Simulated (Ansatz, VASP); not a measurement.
## CoO in VASP and in Ansatz

```xyz
2
Lattice="-1.5080 1.5080 2.1072 1.5080 -1.5080 2.1072 1.5080 1.5080 -2.1072" Properties=species:S:1:pos:R:3 pbc="T T T"
Co    0.0000    0.0000    0.0000
O     0.0000    0.0000    2.1072
```

Alike in both runs: task relaxation of cell and atoms; functional PBEsol; k mesh 12 × 12 × 12; occupations fermi-dirac, width 0.05 eV; collinear spin.

|  | VASP | Ansatz |
| --- | --- | --- |
| version | VASP 6.6.1 | Ansatz 0.2.0 |
| potentials or method | VASP PAW PBE potentials, release 64 (Co, O) | Ansatz PAW |
| plane-wave cutoff (eV) | 600 | 420 |
| valence electrons in the cell | 15 | 23 |

Ansatz gave:

```
gap on the k mesh at the Fermi level, each at its own relaxed structure (eV) : none
net moment per atom (μB)                                                     : 1.38
size of the moment on the site where the two differ most (μB)                : 0.29
relaxed volume (Å³/atom)                                                     : 9.06
relaxed length of the cell vector where the two differ most in proportion (Å)              : 2.948
```

Problem. Which values does VASP return?

Solution. gap on the k mesh at the Fermi level, each at its own relaxed structure (eV): none; net moment per atom (μB): 1.32; size of the moment on the site where the two differ most (μB): 0.25; relaxed volume (Å³/atom): 8.98; relaxed length of the cell vector where the two differ most in proportion (Å): 2.938.

VASP's potentials were made for PBE, not for PBEsol. Site moments also hang on the region over which each program counts them. A gap of «none» marks a metal or a gap that the smearing closes. VASP's potentials hold 15 valence electrons a cell and Ansatz's 23, so a difference there can come from the potentials and not from the codes.

Noted on Ansatz's run: the plane-wave basis is chosen anew once the cell has moved, so the energies of steps on either side of that aren't comparable.
